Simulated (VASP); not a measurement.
Here is a VASP 6.6.1 calculation.

The input POSCAR:

```
Y
1.0
    3.6808463762      0.0000000000      0.0000000000
   -1.8404231881      3.1877064692      0.0000000000
    0.0000000000      0.0000000000      5.7206466466
Y
2
Direct
    0.3333333333      0.6666666667      0.2500000000
    0.6666666667      0.3333333333      0.7500000000
```

Contents of INCAR.step1:

```
SYSTEM = Y
PREC = Accurate ; ENCUT = 520
EDIFF = 1E-5 ; ISMEAR = -1
SIGMA = 0.1 ; LREAL = .False.
LASPH = .True. ; NELM = 100
ALGO = Normal ; ISIF = 2
LWAVE = .True. ; LCHARG = .False.
NBANDS = 18 ; GGA = PE
```

Contents of INCAR.step2:

```
SYSTEM = Y
PREC = Accurate ; ENCUT = 520
EDIFF = 1E-6 ; ISMEAR = -1
SIGMA = 0.1 ; LREAL = .False.
LASPH = .True. ; NELM = 100
ALGO = Normal ; ISIF = 2
LWAVE = .False. ; LCHARG = .False.
METAGGA = R2SCAN ; LHFCALC = .True.
AEXX = 0.25 ; LMIXTAU = .True.
PRECFOCK = Normal ; NBANDS = 18
ISTART = 1
```

File KPOINTS:

```
regular mesh
0
Gamma
  5 5 3
  0 0 0
```

Potentials or basis: VASP PAW PBE potentials, release 64 (Y_sv).

The run is started by

```console
$ cat potpaw_PBE.64/Y_sv/POTCAR > POTCAR
$ cp INCAR.step1 INCAR
$ mpirun -np 1 vasp_std > vasp.out
$ cp INCAR.step2 INCAR
$ mpirun -np 1 vasp_std > vasp.out
```

Problem. What does it give for the pressure?

Solution. 0.9 GPa.

Problem. What does it give for the band gap on the k mesh?

Solution. Zero (bands 11 and 12 overlap by 2.26 eV).

Stress tensor (GPa, compression positive):
```
 1.54  0.00  0.00
 0.00  1.54  0.00
 0.00  0.00 -0.39
```

Caveat: the k points lie up to 0.39 Å⁻¹ apart, too coarse for converged energies and pressures of a metal; the PAW data sets were made with another functional, which shifts forces and pressure a little.
